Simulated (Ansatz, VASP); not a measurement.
## One calculation of Sr, two programs

Contents of INCAR:

```
SYSTEM = Sr
PREC     = Accurate       ! precision mode
ENCUT    = 520            ! plane-wave cutoff, eV
EDIFF    = 1E-8           ! SCF threshold, eV
ISMEAR   = -1             ! smearing method
SIGMA    = 0.08           ! smearing width, eV
LREAL    = .False.        ! projectors in reciprocal space
LASPH    = .True.         ! aspherical terms in the spheres
NELM     = 100            ! most SCF steps
ALGO     = Normal         ! electronic algorithm
ISIF     = 2              ! what is computed and relaxed
LWAVE    = .False.        ! write WAVECAR
LCHARG   = .False.        ! write CHGCAR
LEFG     = .True.       
NBANDS   = 17             ! bands
```

File KPOINTS:

```
Automatic mesh
0
Gamma
  10 10 5
  0 0 0
```

Contents of POSCAR:

```
Sr
1.0
    4.2669002185      0.0000000000      0.0000000000
   -2.1334501093      3.6952439846      0.0000000000
    0.0000000000      0.0000000000      7.0500000000
Sr
2
Direct
    0.3333333333      0.6666666667      0.2500000000
    0.6666666667      0.3333333333      0.7500000000
```

Input for Ansatz:

```yaml
crystal:
  lattice:
    - [4.2669002185, 0.0, 0.0]
    - [-2.1334501093, 3.6952439846, 0.0]
    - [0.0, 0.0, 7.05]
  atoms:
    - { symbol: Sr, position: [0.3333333333, 0.6666666667, 0.25] }
    - { symbol: Sr, position: [0.6666666667, 0.3333333333, 0.75] }
kpoints:
  mp_grid: { grid: [10, 10, 5] }
scf:
  occupations: { method: fermi_dirac, width: 0.08 }
hamiltonian:
  xc: lda
  pseudopotentials: { kind: all_electron, datasets: crystal }
output:
  forces: true
  stress: true
  eigenvalues: true
  efg: { contact_densities: true }
```

Change from the starting cell: equal xx and yy strain of -1 %, crystal datasets.

Alike in both runs: task electric field gradients; functional LDA; k mesh 10 × 10 × 5; occupations fermi-dirac, width 0.08 eV; no spin polarisation.

```csv
,VASP,Ansatz
version,VASP 6.6.1,Ansatz 0.2.0
potentials or method,"VASP PAW LDA potentials, release 64 (Sr_sv), cutoff 520 eV","all-electron PAW with datasets made for the crystal, scalar-relativistic"
```

```tsv
	VASP	Ansatz	Ansatz less VASP
pressure (GPa)	-1.4	-1.4	+0.01
traceless stress, the component that is largest in VASP (GPa)	-0.08	-0.08	+0.004
size of Vzz on the site where it differs most (V/Å²)	4.6	4.9	+0.26
```

LDA's correlation is that of Perdew and Zunger in VASP and of Perdew and Wang (1992) in Ansatz. Ansatz ran all-electron here, and VASP with PAW potentials.
